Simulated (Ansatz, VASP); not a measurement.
## Two plane-wave programs on Nb

```xyz
2
Lattice="0.0000 2.9180 2.9180 2.9180 0.0000 2.9180 2.9180 2.9180 0.0000" Properties=species:S:1:pos:R:3 pbc="T T T"
Nb    0.7295    0.7295    0.7295
Nb    5.1066    5.1066    5.1066
```

Alike in both runs: task single point; functional PBE; k mesh 10 × 10 × 10; occupations fermi-dirac, width 0.1 eV; no spin polarisation.

|  | VASP | Ansatz |
| --- | --- | --- |
| version | VASP 6.6.1 | Ansatz 0.2.0 |
| potentials or method | VASP PAW PBE potentials, release 64 (Nb_sv), cutoff 520 eV | plane waves (420 eV) with PAW, scalar-relativistic |
| valence electrons in the cell | 26 | 26 |

|  | VASP | Ansatz | Ansatz less VASP |
| --- | --- | --- | --- |
| pressure (GPa) | 2.9 | 2.9 | -0.02 |
